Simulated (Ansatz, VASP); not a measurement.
HC6 in VASP and in Ansatz

```
C H
1.0
     4.88891    0.00000    0.00000
    -1.22223    8.78428    0.00000
     0.00000    0.00000   22.74730
C H
12 2
Direct
  0.01936 0.07744 0.17585
  0.51936 0.07744 0.17585
  0.27420 0.09680 0.20595
  0.77420 0.09680 0.20595
  0.28388 0.13552 0.26617
  0.78388 0.13552 0.26617
  0.03862 0.15447 0.29549
  0.53862 0.15447 0.29549
  0.04882 0.19529 0.35836
  0.54882 0.19529 0.35836
  0.30311 0.21243 0.38454
  0.80311 0.21243 0.38454
  0.04882 0.12870 0.44653
  0.04882 0.26187 0.44653
```

Alike in both runs: task single point; functional LDA; k mesh 6 × 3 × 1; occupations gaussian, width 0.1 eV; no spin polarisation.

|  | VASP | Ansatz |
| --- | --- | --- |
| version | VASP 6.6.1 | Ansatz 0.2.0 |
| potentials or method | VASP PAW LDA potentials, release 64 (C, H), cutoff 520 eV | scalar-relativistic, plane waves, PAW |
| valence electrons in the cell | 50 | 50 |

Ansatz gave:

| Quantity | Value |
| --- | --- |
| gap on the k mesh at the Fermi level (eV) | 0.03 |
| least direct gap on the mesh (eV) | 0.03 |
| rms of the force components (eV/Å) | 1.206 |

Task: Estimate VASP's values.

Result: gap on the k mesh at the Fermi level (eV): 0.03; least direct gap on the mesh (eV): 0.03; rms of the force components (eV/Å): 1.199.

Ansatz warns that its potentials were made for another functional, while VASP's fit it. LDA's correlation is that of Perdew and Zunger in VASP and of Perdew and Wang (1992) in Ansatz. Atom by atom the forces differ by 0.025 eV/Å (rms over components).
